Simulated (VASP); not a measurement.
# TaSi2 (P2) in VASP: a series of runs

Runs on TaSi2. Level: PBE. Tasks: single point.

Everything below comes from runs of VASP 6.6.1. Logs are shortened: lines on timing, memory, paths and dates and some standing lists are left out, and cuts for length are marked.

**1. The cell of the first run**

It takes space group P2 (No. 3, monoclinic). The conventional cell has a = 4.696 Å, b = 6.599 Å, c = 4.807 Å, α = 90.00°, β = 117.73°, γ = 90.00°. Ta (site symmetry 2) has 10 Si at 2.60 to 2.84 Å and 4 Ta at 3.22 to 3.30 Å within 3.4 Å. Ta (site symmetry 2) has 10 Si at 2.62 to 2.81 Å and 4 Ta at 3.22 to 3.26 Å within 3.5 Å. Ta (site symmetry 2) has 10 Si at 2.60 to 2.90 Å and 4 Ta at 3.26 to 3.30 Å within 3.4 Å. Within 3.4 Å of Si (site symmetry 1) lie 9 Si at 2.55 to 3.38 Å and 5 Ta at 2.60 to 2.84 Å. Within 3.4 Å of Si (site symmetry 1) lie 9 Si at 2.57 to 3.34 Å and 5 Ta at 2.62 to 2.81 Å. Si (site symmetry 1) has 9 Si at 2.55 to 3.38 Å and 5 Ta at 2.60 to 2.90 Å within 3.4 Å.

**2. Single point, PBE (strain +0.0525 x Voigt [0, 0, 0, 0, 0, 1])**

File INCAR:

```
ALGO     = Normal         # electronic algorithm
EDIFF    = 1E-6           # SCF threshold, eV
ENCUT    = 520            # plane-wave cutoff, eV
GGA      = PE             # functional
ISIF     = 2              # what is computed and relaxed
ISMEAR   = 0              # smearing method
LASPH    = True           # aspherical terms in the spheres
LCHARG   = False          # write CHGCAR
LREAL    = False          # projectors in reciprocal space
LWAVE    = False          # write WAVECAR
NBANDS   = 38             # bands
NELM     = 100            # most SCF steps
PREC     = Accurate       # precision mode
SIGMA    = 0.15           # smearing width, eV
```

File KPOINTS:

```
k-points
0
Gamma
  9 9 6
```

File POSCAR:

```
TaSi2
1.0
    4.8051009126      0.1261338990      0.0000000000
   -2.2933152955      4.0982725086      0.0000000000
    0.0000000000      0.0000000000      6.5988658829
Ta Si
3 6
Direct
    0.5000000000      0.0000000000      0.5000000000
    0.5000000000      0.5000000000      0.8333333333
    0.0000000000      0.5000000000      0.1666666667
    0.1589199925      0.3178399850      0.5000000000
    0.8410800075      0.1589199925      0.8333333333
    0.6821600150      0.8410800075      0.1666666667
    0.8410800075      0.6821600150      0.5000000000
    0.1589199925      0.8410800075      0.8333333333
    0.3178399850      0.1589199925      0.1666666667
```

Potentials or basis: VASP PAW PBE potentials, release 64 (Ta_pv, Si).

Run with:

```
$ cat potpaw_PBE.64/Ta_pv/POTCAR potpaw_PBE.64/Si/POTCAR > POTCAR
$ mpirun -np 1 vasp_std > vasp.out
```

OUTCAR:

```text
EDIFF = 1E-6
   ENCUT = 520
   GGA = PE
   ISIF = 2
   ISMEAR = 0
   LASPH = True
   LREAL = False
   NELM = 100
   PREC = Accurate

 ion  position               nearest neighbor table
   1  0.500  0.000  0.500-   6 2.60   9 2.60   8 2.64   5 2.64   4 2.68   7 2.68   4 2.80   7 2.80
                             4 2.84   7 2.84   2 3.22   2 3.22   3 3.30   3 3.30
   2  0.500  0.500  0.833-   6 2.62   9 2.62   7 2.64   4 2.64   5 2.75   8 2.75   5 2.77   8 2.77
                             8 2.81   5 2.81   1 3.22   1 3.22   3 3.26   3 3.26
   3  0.000  0.500  0.167-   4 2.60   7 2.60   5 2.62   8 2.62   6 2.68   9 2.68   9 2.74   6 2.74
                             6 2.90   9 2.90   2 3.26   2 3.26   1 3.30   1 3.30
   4  0.159  0.318  0.500-   9 2.55   5 2.58   3 2.60   2 2.64   7 2.65   1 2.68   7 2.77   1 2.80
                             1 2.84   7 2.91   8 3.14
   5  0.841  0.159  0.833-   6 2.57   4 2.58   8 2.59   3 2.62   1 2.64   2 2.75   2 2.77   2 2.81
                             8 2.84   8 2.90   7 3.14
   6  0.682  0.841  0.167-   7 2.55   5 2.57   1 2.60   2 2.62   3 2.68   9 2.71   3 2.74   9 2.78
                             9 2.85   3 2.90
   7  0.841  0.682  0.500-   6 2.55   8 2.58   3 2.60   2 2.64   4 2.65   1 2.68   4 2.77   1 2.80
                             1 2.84   4 2.91   5 3.14
   8  0.159  0.841  0.833-   9 2.57   7 2.58   5 2.59   3 2.62   1 2.64   2 2.75   2 2.77   2 2.81
                             5 2.84   5 2.90   4 3.14
   9  0.318  0.159  0.167-   4 2.55   8 2.57   1 2.60   2 2.62   3 2.68   6 2.71   3 2.74   6 2.78
                             6 2.85   3 2.90

  Warning from LATTYP: Monoclinic adjustment (A1->A3, A2->A1, A3->A2)!
  LATTYP: Found a simple monoclinic cell.
 ALAT       =     4.6962892372
 B/A-ratio  =     1.4051233963
 C/A-ratio  =     1.0235221666
 COS(beta)  =    -0.4652573269

  Lattice vectors:

 A1 = (  -2.2933152955,   4.0982725086,   0.0000000000)
 A2 = (   0.0000000000,   0.0000000000,   6.5988658829)
 A3 = (   4.8051009126,   0.1261338990,   0.0000000000)

Analysis of symmetry for initial positions (statically):
=====================================================================
 Subroutine PRICEL returns:
 Original cell was already a primitive cell.

 Routine SETGRP: Setting up the symmetry group for a
 simple monoclinic supercell.

 Subroutine GETGRP returns: Found  2 space group operations
 (whereof  2 operations were pure point group operations)
 out of a pool of  4 trial point group operations.

The static configuration has the point symmetry C_2 .

Analysis of symmetry for dynamics (positions and initial velocities):
=====================================================================
[... 135 lines left out ...]
   NELECT =      57.0000    total number of electrons
   NUPDOWN=      -1.0000    fix difference up-down
   EMIN   =  10.00;   EMAX   =-10.00  energy-range for DOS
   EFERMI =   0.00;   METHOD = LEGACY
   ISMEAR =     0;   SIGMA  =   0.15  broadening in eV -4-tet -1-fermi 0-gaus
   EFERMI_NEDOS =   21; number of points for ismear=-14 and -15
   IALGO  =     38    algorithm
   IMIX   =      4    mixing-type and parameters
     AMIX     =   0.40;   BMIX     =  1.00
     AMIX_MAG =   1.60;   BMIX_MAG =  1.00
  volume/ion in A,a.u.               =      14.65        98.87
  Fermi-wavevector in a.u.,A,eV,Ry     =   1.237840  2.339179 20.847505  1.532248
  Thomas-Fermi vector in A             =   2.372391
   LORBIT       =      0    0 simple, 1 ext, 2 COOP (PROOUT), +10 PAW based schemes
   GGA     = PE    functional components
   LHFCALC =     F    Hartree Fock is set to
   AEXX    =    0.0000 exact exchange contribution
   IVDW    =     0    specifies the selected vdW correction
   LEPSILON=     F    determine dielectric tensor
   LRPA    =     F    only Hartree local field effects (RPA)
 non-spin polarized calculation
 Gauss-broadening in eV      SIGMA  =   0.15
  energy-cutoff  :      520.00
  volume of cell :      131.86
 maximum number of plane-waves:      3575
   NGX = 17   NGY = 17   NGZ = 25

 number of electron      56.9999999 magnetization

 Free energy of the ion-electron system (eV)
  ---------------------------------------------------
  ext. energy  EPLUGINS =         0.00000000
  ---------------------------------------------------
  free energy    TOTEN  =       -72.10565569 eV

  energy without entropy =      -72.06309936  energy(sigma->0) =      -72.08437753

 E-fermi :   9.2176     XC(G=0): -12.0171

 val. band max:        9.2147826269   @ k =   0.1111   0.2222   0.5000
 cond. band min:       9.2234607937   @ k =   0.1111   0.3333   0.3333
 fundamental gap:      0.0086781668
 Fermi energy:         9.2175722583

 k-point     1 :       0.0000    0.0000    0.0000
  band No.  band energies     occupation
      1     -25.2025      2.00000
      2     -25.1807      2.00000
      3     -25.1506      2.00000
      4     -25.1403      2.00000
      5     -25.1024      2.00000
      6     -25.0214      2.00000
[... 973 lines left out ...]
     37      12.9313      0.00000
     38      13.3918      0.00000

 [... further k-points ...]

------------------------ aborting loop because EDIFF is reached ----------------------------------------

  FORCE on cell =-STRESS in cart. coord.  units (eV):
  Direction    XX          YY          ZZ          XY          YZ          ZX
  --------------------------------------------------------------------------------------
  -------------------------------------------------------------------------------------
  Total        0.9671370      0.4770501      0.2003434     -6.2743760      0.0000000      0.0000000
  in kB       11.7514912      5.7965422      2.4343327    -76.2387071      0.0000000      0.0000000
  external PRESSURE =       6.6607887 kB  Pullay stress =       0.0000000 kB

 VOLUME and BASIS-vectors are now :
 -----------------------------------------------------------------------------
  energy-cutoff  :      520.00
  volume of cell :      131.86
      direct lattice vectors                 reciprocal lattice vectors
     4.805100913  0.126133899  0.000000000     0.205099468  0.114769759  0.000000000
    -2.293315295  4.098272509  0.000000000    -0.006312415  0.240472941  0.000000000
     0.000000000  0.000000000  6.598865883     0.000000000  0.000000000  0.151541192

 POSITION                                       TOTAL-FORCE (eV/Angst)
 -----------------------------------------------------------------------------------
      2.40255      0.06307      3.29943        -0.000000     -0.000000      0.297305
      1.25589      2.11220      5.49905        -0.000000     -0.000000     -0.141368
     -1.14666      2.04914      1.09981        -0.000000     -0.000000     -0.153524
      0.03472      1.32264      3.29943        -0.131112      0.026504      0.118763
      3.67702      0.75739      5.49905        -0.040221      0.070577     -0.042525
      1.34899      3.53302      1.09981        -0.019828      0.087274     -0.077445
      2.47707      2.90177      3.29943         0.131112     -0.026504      0.118763
     -1.16524      3.46702      5.49905         0.040221     -0.070577     -0.042525
      1.16280      0.69139      1.09981         0.019828     -0.087274     -0.077445
 -----------------------------------------------------------------------------------
    total drift:                               -0.000000     -0.000000     -0.000029

  FREE ENERGIE OF THE ION-ELECTRON SYSTEM (eV)
  ---------------------------------------------------
  free  energy   TOTEN  =       -72.1056556897 eV

  energy  without entropy=      -72.0630993648  energy(sigma->0) =      -72.08437753
```

stdout:

```text
POSCAR found type information on POSCAR TaSi
 POSCAR found :  2 types and       9 ions
 scaLAPACK will be used
 LDA part: xc-table for (Slater+PW92), standard interpolation
 POSCAR, INCAR and KPOINTS ok, starting setup
 FFT: planning ... GRIDC
 FFT: planning ... GRID_SOFT
 FFT: planning ... GRID
 WAVECAR not read
 entering main loop
```

Wall time 5.3 min (1 thread of Intel Xeon 6975P-C (Granite Rapids), shared host); peak memory 0.69 GiB.

What came out:

- Free energy: -72.1057 eV
- Pressure: 0.7 GPa
- Largest force: 0.297 eV/Å
- Band gap on the k mesh: zero (an odd number of electrons rules out a gap without spin polarisation)

Forces on the atoms (eV/Å):
```
Ta   0.000  0.000  0.297
Ta   0.000  0.000 -0.141
Ta   0.000  0.000 -0.154
Si  -0.131  0.027  0.119
Si  -0.040  0.071 -0.043
Si  -0.020  0.087 -0.077
Si   0.131 -0.027  0.119
Si   0.040 -0.071 -0.043
Si   0.020 -0.087 -0.077
```

Caveat: the cell differs from its parent crystal (strain +0.0525 x Voigt [0, 0, 0, 0, 0, 1]); spin-orbit coupling is left out, which moves the levels of the heavy elements.

**3. Single point, PBE (strain +0.0450 x Voigt [0, 0, 0, 0, 0, 1])**

File INCAR:

```
SYSTEM = TaSi2
PREC     = Accurate       ! precision mode
ENCUT    = 520            ! plane-wave cutoff, eV
EDIFF    = 1E-6           ! SCF threshold, eV
ISMEAR   = 0              ! smearing method
SIGMA    = 0.15           ! smearing width, eV
LREAL    = .FALSE.        ! projectors in reciprocal space
LASPH    = .TRUE.         ! aspherical terms in the spheres
NELM     = 80             ! most SCF steps
ALGO     = Normal         ! electronic algorithm
ISIF     = 2              ! what is computed and relaxed
LWAVE    = .FALSE.        ! write WAVECAR
LCHARG   = .TRUE.         ! write CHGCAR
GGA      = PE             ! functional
LELF     = .TRUE.         ! ELF
LVHAR    = .TRUE.       
NBANDS   = 38             ! bands
```

File KPOINTS:

```
regular mesh
0
G
  9 9 6
  0 0 0
```

Changes to POSCAR since step 2:

```diff
@@ -2,4 +2,4 @@
 1.0
-    4.8051009126      0.1261338990      0.0000000000
-   -2.2933152955      4.0982725086      0.0000000000
+    4.8051009126      0.1081147705      0.0000000000
+   -2.3089203185      4.1072820728      0.0000000000
     0.0000000000      0.0000000000      6.5988658829
```

Potentials or basis: VASP PAW PBE potentials, release 64 (Ta_pv, Si).

Run with:

```
$ cat potpaw_PBE.64/Ta_pv/POTCAR potpaw_PBE.64/Si/POTCAR > POTCAR
$ mpirun -np 1 vasp_std > vasp.out
```

OUTCAR:

```text
SYSTEM = TaSi2
   PREC = Accurate
   ENCUT = 520
   EDIFF = 1E-6
   ISMEAR = 0
   LREAL = .FALSE.
   LASPH = .TRUE.
   NELM = 80
   ISIF = 2
   GGA = PE

 ion  position               nearest neighbor table
   1  0.500  0.000  0.500-   6 2.60   9 2.60   8 2.63   5 2.63   4 2.69   7 2.69   4 2.79   7 2.79
                             4 2.84   7 2.84   2 3.22   2 3.22   3 3.29   3 3.29
   2  0.500  0.500  0.833-   6 2.62   9 2.62   7 2.63   4 2.63   5 2.75   8 2.75   5 2.78   8 2.78
                             8 2.80   5 2.80   1 3.22   1 3.22   3 3.26   3 3.26
   3  0.000  0.500  0.167-   4 2.60   7 2.60   5 2.62   8 2.62   6 2.69   9 2.69   9 2.74   6 2.74
                             6 2.89   9 2.89   2 3.26   2 3.26   1 3.29   1 3.29
   4  0.159  0.318  0.500-   9 2.55   5 2.58   3 2.60   2 2.63   7 2.65   1 2.69   7 2.78   1 2.79
                             1 2.84   7 2.90   8 3.14
   5  0.841  0.159  0.833-   6 2.57   4 2.58   8 2.59   3 2.62   1 2.63   2 2.75   2 2.78   2 2.80
                             8 2.84   8 2.89   7 3.14
   6  0.682  0.841  0.167-   7 2.55   5 2.57   1 2.60   2 2.62   3 2.69   9 2.70   3 2.74   9 2.79
                             9 2.85   3 2.89
   7  0.841  0.682  0.500-   6 2.55   8 2.58   3 2.60   2 2.63   4 2.65   1 2.69   4 2.78   1 2.79
                             1 2.84   4 2.90   5 3.14
   8  0.159  0.841  0.833-   9 2.57   7 2.58   5 2.59   3 2.62   1 2.63   2 2.75   2 2.78   2 2.80
[... 1198 lines left out ...]
------------------------ aborting loop because EDIFF is reached ----------------------------------------

  FORCE on cell =-STRESS in cart. coord.  units (eV):
  Direction    XX          YY          ZZ          XY          YZ          ZX
  --------------------------------------------------------------------------------------
  -------------------------------------------------------------------------------------
  Total        0.7328245      0.3744604      0.1766804     -5.3791573      0.0000000      0.0000000
  in kB        8.9027774      4.5491623      2.1464163    -65.3491263      0.0000000      0.0000000
  external PRESSURE =       5.1994520 kB  Pullay stress =       0.0000000 kB

 VOLUME and BASIS-vectors are now :
 -----------------------------------------------------------------------------
  energy-cutoff  :      520.00
  volume of cell :      131.88
      direct lattice vectors                 reciprocal lattice vectors
     4.805100913  0.108114770  0.000000000     0.205512759  0.115529583  0.000000000
    -2.308920318  4.107282073  0.000000000    -0.005409652  0.240428957  0.000000000
     0.000000000  0.000000000  6.598865883     0.000000000  0.000000000  0.151541192

 POSITION                                       TOTAL-FORCE (eV/Angst)
 -----------------------------------------------------------------------------------
      2.40255      0.05406      3.29943        -0.000000      0.000000      0.255071
      1.24809      2.10770      5.49905        -0.000000      0.000000     -0.122393
     -1.15446      2.05364      1.09981        -0.000000      0.000000     -0.131043
      0.02976      1.32264      3.29943        -0.111555      0.021192      0.101624
      3.67454      0.74366      5.49905        -0.032622      0.062466     -0.038457
      1.33586      3.52830      1.09981        -0.014473      0.073373     -0.063985
      2.46642      2.89276      3.29943         0.111555     -0.021192      0.101624
     -1.17836      3.47173      5.49905         0.032622     -0.062466     -0.038457
      1.16032      0.68709      1.09981         0.014473     -0.073373     -0.063985
 -----------------------------------------------------------------------------------
    total drift:                               -0.000000     -0.000000      0.000157

  FREE ENERGIE OF THE ION-ELECTRON SYSTEM (eV)
  ---------------------------------------------------
  free  energy   TOTEN  =       -72.1495037512 eV

  energy  without entropy=      -72.1059966375  energy(sigma->0) =      -72.12775019
```

OSZICAR:

```text
N       E                     dE             d eps       ncg     rms          rms(c)
DAV:   1     0.382835419413E+03    0.38284E+03   -0.28087E+04 12472   0.141E+03
DAV:   2    -0.553231069923E+02   -0.43816E+03   -0.42670E+03 14266   0.360E+02
DAV:   3    -0.741791847960E+02   -0.18856E+02   -0.18441E+02 15896   0.654E+01
DAV:   4    -0.745251034278E+02   -0.34592E+00   -0.34375E+00 15872   0.876E+00
DAV:   5    -0.745301132522E+02   -0.50098E-02   -0.50060E-02 15466   0.111E+00    0.308E+01
DAV:   6    -0.723888064811E+02    0.21413E+01   -0.85876E+00 15906   0.132E+01    0.140E+01
DAV:   7    -0.721779506655E+02    0.21086E+00   -0.58991E-01 15586   0.390E+00    0.453E+00
DAV:   8    -0.721515760670E+02    0.26375E-01   -0.78166E-02 15960   0.189E+00    0.519E-01
DAV:   9    -0.721498003676E+02    0.17757E-02   -0.16080E-02 15954   0.881E-01    0.378E-01
DAV:  10    -0.721494846112E+02    0.31576E-03   -0.18976E-03 15534   0.283E-01    0.158E-01
DAV:  11    -0.721495189867E+02   -0.34375E-04   -0.29175E-04 15922   0.104E-01    0.399E-02
DAV:  12    -0.721495080970E+02    0.10890E-04   -0.48389E-05 16180   0.519E-02    0.137E-02
DAV:  13    -0.721495046727E+02    0.34243E-05   -0.93069E-06 15778   0.212E-02    0.456E-03
DAV:  14    -0.721495037512E+02    0.92150E-06   -0.12583E-06  9254   0.935E-03
   1 F= -.72149504E+02 E0= -.72127750E+02  d E =-.435071E-01
```

It took 5 min on 1 thread of Intel Xeon 6975P-C (Granite Rapids), shared host; peak memory 0.69 GiB.

What came out:

| Quantity | Value |
| --- | --- |
| Free energy | -72.1495 eV |
| Pressure | 0.5 GPa |
| Largest force | 0.255 eV/Å |
| Band gap on the k mesh | zero (an odd number of electrons rules out a gap without spin polarisation) |

Forces on the atoms (eV/Å):
```
Ta   0.000  0.000  0.255
Ta   0.000  0.000 -0.122
Ta   0.000  0.000 -0.131
Si  -0.112  0.021  0.102
Si  -0.033  0.062 -0.038
Si  -0.014  0.073 -0.064
Si   0.112 -0.021  0.102
Si   0.033 -0.062 -0.038
Si   0.014 -0.073 -0.064
```

Caveat: the cell differs from its parent crystal (strain +0.0450 x Voigt [0, 0, 0, 0, 0, 1]); spin-orbit coupling is left out, which moves the levels of the heavy elements.
